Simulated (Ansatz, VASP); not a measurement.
# K in VASP and in Ansatz

```
K
1.0
     7.99931    0.00000    0.00000
    -3.99966    6.92761    0.00000
     0.00000    0.00000    4.75209
K
3
Direct
  0.00000 0.00000 0.00000
  0.33333 0.66667 0.50000
  0.66667 0.33333 0.50000
```

Alike in both runs: task single point; functional RPBE; k mesh 6 × 6 × 8; occupations fermi-dirac, width 0.1 eV; no spin polarisation.

```csv
,VASP,Ansatz
version,VASP 6.6.1,Ansatz 0.2.0
potentials or method,"VASP PAW PBE potentials, release 64 (K_sv), cutoff 520 eV","plane waves (420 eV) with PAW, scalar-relativistic"
valence electrons in the cell,27,27
```

```csv
,VASP,Ansatz,Ansatz less VASP
pressure (GPa),-0.2,-0.2,+0.01
```

VASP's potentials were made for PBE, not for RPBE.
